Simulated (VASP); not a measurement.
## Si: single point with LDA

Si:

```
Si
1.0
     4.02919    0.00000    0.00000
    -2.01460    3.48938    0.00000
     0.00000    0.00000    5.59856
Si
4
Direct
  0.33333 0.66667 0.04395
  0.66667 0.33333 0.54395
  0.33333 0.66667 0.45605
  0.66667 0.33333 0.95605
```

This isn't the form of Si at room conditions, which is diamond.

This cell differs from its parent crystal: atoms shifted along a free coordinate, c/a of the conventional cell at fixed volume 1.3895.

```json
{
  "Program": "VASP 6.6.1",
  "Task": "single point",
  "Functional": "LDA",
  "Potentials or basis": "VASP PAW LDA potentials, release 64 (Si)",
  "Cutoff": "520 eV",
  "k mesh": "12 × 12 × 6",
  "Occupations": "gaussian, width 0.03 eV",
  "Spin": "no spin polarisation",
  "Dipole correction": "no",
  "Further INCAR settings": "ALGO = Normal; EDIFF = 1e-06; NBANDS = 16"
}
```

```yaml
Pressure: -0.3 GPa
Largest_force: 0.324 eV/Å
Band_gap_on_the_k_mesh: zero (bands 8 and 9 overlap by 0.78 eV)
```

Forces in eV/Å, atoms in the order of the input:
```
Si   0.000  0.000  0.324
Si   0.000  0.000  0.324
Si   0.000  0.000 -0.324
Si   0.000  0.000 -0.324
```

Stress tensor (GPa, compression positive):
```
-8.16  0.00  0.00
 0.00 -8.16  0.00
 0.00  0.00 15.57
```

Levels at points of the mesh, in eV from the Fermi level:
```tsv
k point	band 4	band 5	band 6	band 7	band 8	band 9	band 10	band 11	band 12	band 13
(0.00, 0.00, 0.00)	-2.21	-2.21	-1.01	0.12	0.12	0.87	1.57	1.57	3.09	4.44
(0.50, 0.00, 0.00)	-5.09	-4.29	-3.51	-2.57	-1.03	-0.45	2.79	3.46	4.34	7.09
(0.00, 0.00, 0.50)	-2.57	-1.35	-1.35	-1.35	-1.35	0.44	0.44	2.72	2.72	2.72
(0.50, 0.00, 0.50)	-7.16	-2.60	-2.60	-1.05	-1.05	0.92	0.92	2.73	2.73	6.82
```

Wall time 72 s on 1 thread of Intel(R) Xeon(R) Platinum 8259CL CPU @ 2.50GHz (Skylake/Cascade Lake), with other jobs on the host, peak memory 0.19 GiB.

Caveat: semilocal functionals underestimate gaps, so a narrow gap can read as zero.
